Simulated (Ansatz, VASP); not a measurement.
In2GaP3: VASP beside Ansatz

The input INCAR:

```
SYSTEM = In2GaP3
ALGO = Normal
EDIFF = 1E-7
ENCUT = 520
GGA = PE
ISIF = 2
ISMEAR = 0
LASPH = .TRUE.
LCHARG = .FALSE.
LREAL = .FALSE.
LWAVE = .FALSE.
NBANDS = 36
NELM = 60
PREC = Accurate
SIGMA = 0.01
```

KPOINTS

```
k-points
0
G
  12 12 4
  0 0 0
```

POSCAR

```
In2GaP3
1.0
    4.0705851220      0.0000000000      0.0000000000
   -2.0352925610      3.5252301239      0.0000000000
    0.0000000000      0.0000000000      9.9997414636
Ga In P
1 2 3
Direct
    0.0000000000      0.0000000000      0.0009124437
    0.6666666667      0.3333333333      0.6736664641
    0.3333333333      0.6666666667      0.3274886961
    0.6666666667      0.3333333333      0.9295554591
    0.3333333333      0.6666666667      0.5818573306
    0.0000000000      0.0000000000      0.2365196066
```

Input for Ansatz:

```yaml
crystal:
  lattice:
    - [4.070585122, 0.0, 0.0]
    - [-2.035292561, 3.5252301239, 0.0]
    - [0.0, 0.0, 9.9997414636]
  atoms:
    - { symbol: Ga, position: [0.0, 0.0, 0.0009124437] }
    - { symbol: In, position: [0.6666666667, 0.3333333333, 0.6736664641] }
    - { symbol: In, position: [0.3333333333, 0.6666666667, 0.3274886961] }
    - { symbol: P, position: [0.6666666667, 0.3333333333, 0.9295554591] }
    - { symbol: P, position: [0.3333333333, 0.6666666667, 0.5818573306] }
    - { symbol: P, position: [0.0, 0.0, 0.2365196066] }
kpoints:
  mp_grid: { grid: [12, 12, 4] }
  band_path:
    path:
      - [0.0, 0.0, 0.0]
      - [0.5, 0.0, 0.0]
      - [0.3333333333, 0.3333333333, 0.0]
      - [0.0, 0.0, 0.5]
      - [0.5, 0.0, 0.5]
      - [0.3333333333, 0.3333333333, 0.5]
    npoints: 1
hamiltonian:
  xc: pbe
scf:
  occupations: { method: fixed }
  n_extra_bands: 5
output:
  forces: true
  stress: true
  eigenvalues: true
```

Alike in both runs: task single point; functional PBE; k mesh 12 × 12 × 4; no spin polarisation.

|  | VASP | Ansatz |
| --- | --- | --- |
| version | VASP 6.6.1 | Ansatz 0.2.0 |
| potentials or method | VASP PAW PBE potentials, release 64 (Ga_d, In_d, P) | plane waves, PAW |
| plane-wave cutoff (eV) | 520 | 420 |
| occupations | gaussian, width 0.01 eV | fixed |
| valence electrons in the cell | 54 | 54 |

|  | VASP | Ansatz | Ansatz less VASP |
| --- | --- | --- | --- |
| gap on the k mesh at the Fermi level (eV) | 0.56 | 0.56 | +0.007 |
| pressure (GPa) | 1.8 | 1.9 | +0.04 |
| traceless stress, the component that is largest in VASP (GPa) | 0.08 | 0.09 | +0.012 |
| rms of the force components (eV/Å) | 0.017 | 0.018 | +0.0010 |

Atom by atom the forces differ by 0.002 eV/Å (rms over components).
